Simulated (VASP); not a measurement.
# TaAs (P6/mmm) in VASP: further runs, part 2 of 2

VASP 6.6.1. The steps go on from the part before.

**3. Single point, PBE**

INCAR reads:

```
  PREC = Accurate
  ENCUT = 500
  EDIFF = 1E-6
  ISMEAR = 0
  SIGMA = 0.2
  LREAL = F
  LASPH = T
  NELM = 120
  ALGO = Normal
  ISIF = 2
  LWAVE = F
  LCHARG = T
  GGA = PE
  LELF = T
  LVHAR = T
  NBANDS = 15
  GGA_COMPAT = F
```

KPOINTS reads:

```
regular mesh
0
Gamma
  6 6 4
```

POSCAR reads:

```
TaAs
1.0
    2.9644382821      0.0000000000      0.0000000000
   -1.4822191410      2.5672788602      0.0000000000
    0.0000000000      0.0000000000      5.1608621060
Ta As
1 1
Direct
    0.0000000000      0.0000000000      0.0000000000
    0.0000000000      0.0000000000      0.5000000000
```

Potentials or basis: VASP PAW PBE potentials, release 64 (Ta_pv, As).

Command:

```bash
$ cat potpaw_PBE.64/Ta_pv/POTCAR potpaw_PBE.64/As/POTCAR > POTCAR
$ mpirun -np 1 vasp_std > vasp.out
```

OUTCAR:

```text
PREC = Accurate
   ENCUT = 500
   EDIFF = 1E-6
   ISMEAR = 0
   LREAL = F
   LASPH = T
   NELM = 120
   ISIF = 2
   GGA = PE

 ion  position               nearest neighbor table
   1  0.000  0.000  0.000-   2 2.58   2 2.58
   2  0.000  0.000  0.500-   1 2.58   1 2.58

  LATTYP: Found a hexagonal cell.
 ALAT       =     2.9644382821
 C/A-ratio  =     1.7409241195

  Lattice vectors:

 A1 = (   2.9644382821,   0.0000000000,   0.0000000000)
 A2 = (  -1.4822191410,   2.5672788602,   0.0000000000)
 A3 = (   0.0000000000,   0.0000000000,   5.1608621060)

Analysis of symmetry for initial positions (statically):
=====================================================================
 Subroutine PRICEL returns:
 Original cell was already a primitive cell.

 Routine SETGRP: Setting up the symmetry group for a
 hexagonal supercell.

 Subroutine GETGRP returns: Found 24 space group operations
 (whereof 24 operations were pure point group operations)
 out of a pool of 24 trial point group operations.

The static configuration has the point symmetry D_6h.

Analysis of symmetry for dynamics (positions and initial velocities):
=====================================================================
 Subroutine PRICEL returns:
 Original cell was already a primitive cell.

 Routine SETGRP: Setting up the symmetry group for a
 hexagonal supercell.

 Subroutine GETGRP returns: Found 24 space group operations
 (whereof 24 operations were pure point group operations)
 out of a pool of 24 trial point group operations.

The dynamic configuration has the point symmetry D_6h.

 Subroutine INISYM returns: Found 24 space group operations
 (whereof 24 operations are pure point group operations),
 and found     1 'primitive' translations

----------------------------------------------------------------------------------------

                                     Primitive cell

  volume of cell :      39.2769

  direct lattice vectors                    reciprocal lattice vectors
     2.964438282  0.000000000  0.000000000     0.337332036  0.194758742  0.000000000
    -1.482219141  2.567278860  0.000000000     0.000000000  0.389517483  0.000000000
     0.000000000  0.000000000  5.160862106     0.000000000  0.000000000  0.193766076

  length of vectors
     2.964438282  2.964438282  5.160862106     0.389517483  0.389517483  0.193766076

  position of ions in fractional coordinates (direct lattice)
     0.000000000  0.000000000  0.000000000
     0.000000000  0.000000000  0.500000000

  ion indices of the primitive-cell ions
   primitive index   ion index
                 1           1
                 2           2

----------------------------------------------------------------------------------------

 KPOINTS: regular mesh

Automatic generation of k-mesh.
 Grid dimensions read from file:
 generate k-points for:    6    6    4

 Generating k-lattice:

  Cartesian coordinates                     Fractional coordinates (reciprocal lattice)
     0.056222006  0.032459790  0.000000000     0.166666667  0.000000000  0.000000000
     0.000000000  0.064919581  0.000000000     0.000000000  0.166666667  0.000000000
     0.000000000  0.000000000  0.048441519     0.000000000  0.000000000  0.250000000

  Length of vectors
     0.064919581  0.064919581  0.048441519

  Shift w.r.t. Gamma in fractional coordinates (k-lattice)
     0.000000000  0.000000000  0.000000000

 Subroutine IBZKPT returns following result:
 ===========================================

 Found     21 irreducible k-points:

 Following reciprocal coordinates:
            Coordinates               Weight
  0.000000  0.000000  0.000000      1.000000
  0.166667  0.000000  0.000000      6.000000
  0.333333  0.000000  0.000000      6.000000
  0.500000  0.000000  0.000000      3.000000
  0.166667  0.166667  0.000000      6.000000
  0.333333  0.166667  0.000000     12.000000
[... 13 lines left out ...]
  0.333333  0.166667  0.500000     12.000000
  0.333333  0.333333  0.500000      2.000000
   k-points           NKPTS =     21   k-points in BZ     NKDIM =     21   number of bands    NBANDS=     15
   number of dos      NEDOS =    301   number of ions     NIONS =      2
   total plane-waves  NPLWV =  23040
   dimension x,y,z NGX =    24 NGY =   24 NGZ =   40
   dimension x,y,z NGXF=    48 NGYF=   48 NGZF=   80
   ions per type =               1   1
   NGX,Y,Z   is equivalent  to a cutoff of  13.46, 13.46, 12.89 a.u.
   NGXF,Y,Z  is equivalent  to a cutoff of  26.92, 26.92, 25.77 a.u.
 SYSTEM =  unknown system
   PREC   = accura    normal or accurate (medium, high low for compatibility)
   ISTART =      0    job   : 0-new  1-cont  2-samecut
   ICHARG =      2    charge: 1-file 2-atom 10-const
   ISPIN  =      1    spin polarized calculation?
   LNONCOLLINEAR =      F non collinear calculations
   LSORBIT =      F    spin-orbit coupling
   LASPH  =      T    aspherical Exc in radial PAW
   ENCUT  =  500.0 eV  36.75 Ry    6.06 a.u.   5.40  5.40  9.41*2*pi/ulx,y,z
   NELM   =    120;   NELMIN=  2; NELMDL= -5     # of ELM steps
   EDIFF  = 0.1E-05   stopping-criterion for ELM
   LREAL  =      F    real-space projection
   EDIFFG = 0.1E-04   stopping-criterion for IOM
   NSW    =      0    number of steps for IOM
   IBRION =     -1    ionic relax: 0-MD 1-quasi-New 2-CG
   NFREE  =      0    steps in history (QN), initial steepest desc. (CG)
   ISIF   =      2    stress and relaxation
   ISYM   =      2    0-nonsym 1-usesym 2-fastsym
   POTIM  = 0.5000    time-step for ionic-motion
   TEBEG  =    0.0;   TEEND  =   0.0 temperature during run
   PSTRESS=    0.0 pullay stress
   NELECT =      16.0000    total number of electrons
   NUPDOWN=      -1.0000    fix difference up-down
   EMIN   =  10.00;   EMAX   =-10.00  energy-range for DOS
   EFERMI =   0.00;   METHOD = LEGACY
   ISMEAR =     0;   SIGMA  =   0.20  broadening in eV -4-tet -1-fermi 0-gaus
   EFERMI_NEDOS =   21; number of points for ismear=-14 and -15
   IALGO  =     38    algorithm
   IMIX   =      4    mixing-type and parameters
     AMIX     =   0.40;   BMIX     =  1.00
     AMIX_MAG =   1.60;   BMIX_MAG =  1.00
  volume/ion in A,a.u.               =      19.64       132.53
  Fermi-wavevector in a.u.,A,eV,Ry     =   1.213581  2.293336 20.038387  1.472780
  Thomas-Fermi vector in A             =   2.349029
   LORBIT       =      0    0 simple, 1 ext, 2 COOP (PROOUT), +10 PAW based schemes
   GGA     = PE    functional components
   LHFCALC =     F    Hartree Fock is set to
   AEXX    =    0.0000 exact exchange contribution
   IVDW    =     0    specifies the selected vdW correction
   LEPSILON=     F    determine dielectric tensor
   LRPA    =     F    only Hartree local field effects (RPA)
 non-spin polarized calculation
 Gauss-broadening in eV      SIGMA  =   0.20
  energy-cutoff  :      500.00
  volume of cell :       39.28
 maximum number of plane-waves:      1021
 NGX is ok and might be reduce to    24
   NGX = 11   NGY = 11   NGZ = 19

 number of electron      16.0000002 magnetization

 Free energy of the ion-electron system (eV)
  ---------------------------------------------------
  ext. energy  EPLUGINS =         0.00000000
  ---------------------------------------------------
  free energy    TOTEN  =       -15.37712473 eV

  energy without entropy =      -15.33078509  energy(sigma->0) =      -15.35395491

 E-fermi :   5.7342     XC(G=0): -11.3457

 val. band max:        5.7269708950   @ k =   0.3333   0.1667   0.5000
 cond. band min:       5.8084073248   @ k =   0.3333   0.0000   0.5000
 fundamental gap:      0.0814364298
 Fermi energy:         5.7342307463

 k-point     1 :       0.0000    0.0000    0.0000
  band No.  band energies     occupation
      1     -29.0030      2.00000
      2     -28.2978      2.00000
      3     -28.2978      2.00000
      4      -8.0448      2.00000
      5       0.4295      2.00000
      6       1.3968      2.00000
      7       6.4291      0.00000
      8       6.4291      0.00000
      9       6.9959      0.00000
     10       9.0079      0.00000
     11       9.0079      0.00000
     12      10.9602      0.00000
     13      10.9602      0.00000
     14      15.2150      0.00000
[... 347 lines left out ...]
      2     -28.8639      2.00000
      3     -28.8639      2.00000
      4      -3.1406      2.00000
      5       1.3943      2.00000
      6       1.3943      2.00000
      7       2.3311      2.00000
      8       4.9647      2.00000
      9       4.9647      2.00000
     10       7.1910      0.00000
     11       7.1910      0.00000
     12      11.6571      0.00000
     13      12.5577      0.00000
     14      12.5577      0.00000
     15      17.8983      0.00000

------------------------ aborting loop because EDIFF is reached ----------------------------------------

  FORCE on cell =-STRESS in cart. coord.  units (eV):
  Direction    XX          YY          ZZ          XY          YZ          ZX
  --------------------------------------------------------------------------------------
  -------------------------------------------------------------------------------------
  Total       -0.0105252     -0.0105252      0.0414016     -0.0000000      0.0000000      0.0000000
  in kB       -0.4293432     -0.4293432      1.6888445     -0.0000000      0.0000000      0.0000000
  external PRESSURE =       0.2767193 kB  Pullay stress =       0.0000000 kB

 VOLUME and BASIS-vectors are now :
 -----------------------------------------------------------------------------
  energy-cutoff  :      500.00
  volume of cell :       39.28
      direct lattice vectors                 reciprocal lattice vectors
     2.964438282  0.000000000  0.000000000     0.337332036  0.194758742  0.000000000
    -1.482219141  2.567278860  0.000000000     0.000000000  0.389517483  0.000000000
     0.000000000  0.000000000  5.160862106     0.000000000  0.000000000  0.193766076

 POSITION                                       TOTAL-FORCE (eV/Angst)
 -----------------------------------------------------------------------------------
      0.00000      0.00000      0.00000        -0.000000      0.000000      0.000000
      0.00000      0.00000      2.58043         0.000000      0.000000      0.000000
 -----------------------------------------------------------------------------------
    total drift:                                0.000000     -0.000000     -0.000000

  FREE ENERGIE OF THE ION-ELECTRON SYSTEM (eV)
  ---------------------------------------------------
  free  energy   TOTEN  =       -15.3771247264 eV

  energy  without entropy=      -15.3307850869  energy(sigma->0) =      -15.35395491
```

OSZICAR:

```text
N       E                     dE             d eps       ncg     rms          rms(c)
DAV:   1     0.859541618700E+02    0.85954E+02   -0.77931E+03   630   0.952E+02
DAV:   2    -0.132744691371E+02   -0.99229E+02   -0.94923E+02   805   0.245E+02
DAV:   3    -0.158387311775E+02   -0.25643E+01   -0.25169E+01   819   0.360E+01
DAV:   4    -0.158548768825E+02   -0.16146E-01   -0.16104E-01   700   0.317E+00
DAV:   5    -0.158549988171E+02   -0.12193E-03   -0.12191E-03   833   0.264E-01    0.114E+01
DAV:   6    -0.155141967988E+02    0.34080E+00   -0.50320E-01   714   0.605E+00    0.554E+00
DAV:   7    -0.154394758976E+02    0.74721E-01   -0.33294E-01   700   0.324E+00    0.227E+00
DAV:   8    -0.153771890875E+02    0.62287E-01   -0.13165E-01   757   0.256E+00    0.327E-01
DAV:   9    -0.153771776075E+02    0.11480E-04   -0.69672E-03   784   0.576E-01    0.102E-01
DAV:  10    -0.153771277366E+02    0.49871E-04   -0.31959E-04   791   0.149E-01    0.418E-02
DAV:  11    -0.153771272640E+02    0.47268E-06   -0.34665E-05   777   0.463E-02    0.145E-02
DAV:  12    -0.153771251163E+02    0.21477E-05   -0.61792E-06   742   0.172E-02    0.317E-03
DAV:  13    -0.153771247264E+02    0.38985E-06   -0.56803E-07   462   0.499E-03
   1 F= -.15377125E+02 E0= -.15353955E+02  d E =-.463396E-01
```

stdout:

```text
POSCAR found type information on POSCAR TaAs
 POSCAR found :  2 types and       2 ions
 scaLAPACK will be used
 LDA part: xc-table for (Slater+PW92), standard interpolation
 POSCAR, INCAR and KPOINTS ok, starting setup
 FFT: planning ... GRIDC
 FFT: planning ... GRID_SOFT
 FFT: planning ... GRID
 WAVECAR not read
 entering main loop
```

Run time: 10 s. Hardware: 1 thread of Intel Xeon 6975P-C, shared host; peak memory 0.16 GiB.

What came out:

```
Free energy            : -15.3771 eV
Pressure               : 0.0 GPa
Band gap on the k mesh : zero (band 8 reaches 6.70 eV, above the bottom of band 9 at 4.91 eV)
```

Stress tensor (GPa, compression positive):
```
-0.04  0.00  0.00
 0.00 -0.04  0.00
 0.00  0.00  0.17
```

Caveat: the k points lie up to 0.41 Å⁻¹ apart; spin-orbit coupling is left out, which moves the levels of the heavy elements.
